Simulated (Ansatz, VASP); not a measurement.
# One calculation of MoS, two programs

File INCAR:

```
SYSTEM = MoS
PREC = Accurate
ENCUT = 520
EDIFF = 1E-7
ISMEAR = 0
SIGMA = 0.1
LREAL = .False.
LASPH = .True.
NELM = 150
ALGO = Normal
ISIF = 2
LWAVE = .False.
LCHARG = .False.
ISPIN = 2
MAGMOM = 2 -2 0 0
LORBIT = 11
LMAXMIX = 4
LDAU = .True.
LDAUTYPE = 2
LDAUL = 2 -1
LDAUU = 4.38 0
LDAUJ = 0 0
LDAUPRINT = 1
GGA = PE
NBANDS = 32
```

Contents of KPOINTS:

```
regular mesh
0
Gamma
  14 14 7
  0 0 0
```

The input POSCAR:

```
MoS
1.0
    3.0720312719      0.0000000000      0.0000000000
    0.0000000000      3.0720312719      3.0720312719
    0.0000000000      0.0000000000      6.1440625439
Mo S
2 2
Direct
    1.0000000000      1.0000000000      0.0000000000
    1.0000000000      1.0000000000      0.5000000000
    0.5000000000      0.5000000000      0.0000000000
    0.5000000000      0.5000000000      0.5000000000
```

Input for Ansatz:

```yaml
crystal:
  lattice:
    - [3.0720312719, 0.0, 0.0]
    - [0.0, 3.0720312719, 3.0720312719]
    - [0.0, 0.0, 6.1440625439]
  atoms:
    - { symbol: Mo, position: [1.0, 1.0, 0.0], spin: 2.0 }
    - { symbol: S, position: [0.5, 0.5, 0.0] }
    - { symbol: Mo, position: [1.0, 1.0, 0.5], spin: -2.0 }
    - { symbol: S, position: [0.5, 0.5, 0.5] }
basis:
  ecutwfc: 420
kpoints:
  mp_grid: { grid: [14, 14, 7] }
hamiltonian:
  xc: pbe
  hubbard: { sites: [{ species: Mo, l: d, u_eff: 4.38 }] }
scf:
  occupations: { method: gaussian, width: 0.1 }
output:
  forces: true
  stress: true
  eigenvalues: true
  populations: true
magnetization:
  spin_polarized: true
```

Alike in both runs: task single point; functional PBE; k mesh 14 × 14 × 7; occupations gaussian, width 0.1 eV; collinear spin; Hubbard terms Mo d U = 4.38 eV.

|  | VASP | Ansatz |
| --- | --- | --- |
| version | VASP 6.6.1 | Ansatz 0.2.0 |
| potentials or method | VASP PAW PBE potentials, release 64 (Mo_sv, S), cutoff 520 eV | scalar-relativistic, plane waves, PAW |
| valence electrons in the cell | 40 | 40 |

```tsv
	VASP	Ansatz	Ansatz less VASP
gap on the k mesh at the Fermi level (eV)	none	none	-
pressure (GPa)	11.7	19.0	+7.27
net moment per atom (μB)	0.00	0.00	0.000
size of the moment on the site where the two differ most (μB)	2.48	2.46	-0.015
```

Site moments also hang on the region over which each program counts them. The programs project onto different local orbitals, so the same U acts differently, and such runs can settle in different states. A gap of «none» marks a metal or a gap that the smearing closes. Ansatz's warnings: filled band counts differ across k points.
